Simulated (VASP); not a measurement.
Runs of VASP 6.6.1 on BiTe. The structure is that of space group Fm-3m (No. 225), or close to it. The cells are those of the table. 

```tsv
cell	gap on the mesh (eV)	pressure (GPa)
a = 4.472, b = 4.472, c = 4.438 Å, angles 60.3, 60.3, 59.5°, 2 atoms	none	4.6
a = 4.610, b = 4.610, c = 4.506 Å, angles 60.7, 60.7, 58.5°, 2 atoms	none	(b)
a = 4.609, b = 4.609, c = 4.575 Å, angles 60.2, 60.2, 59.5°, 2 atoms	none	-0.8
a = 4.438 Å, angles 60.0°, 2 atoms	none	(a)
a = 4.507, b = 4.507, c = 4.438 Å, angles 60.5, 60.5, 59.0°, 2 atoms	none	3.6
a = 4.712 Å, angles 60.0°, 2 atoms	none	-3.7
```

Alike in all rows: task single point; level r2SCAN; potentials or basis VASP PAW PBE potentials, release 64 (Bi_d, Te); no spin polarisation; k mesh 14 × 14 × 14; cutoff (eV) 520; smearing gaussian 0.15 eV.

Problem. Estimate the missing entries.

Solution. (a) 5.7; (b) 0.2.

Caveats: the PAW data sets were made with another functional, which shifts forces and pressure a little; spin-orbit coupling is left out, which moves the levels of the heavy elements; the cell stands under pressure (at least some runs); the cell stands under tension (at least some runs).

A k mesh can miss the band edges, and the runs leave out spin-orbit coupling on Bi, Te.

A gap of «none» marks levels without a gap at the run's occupations.
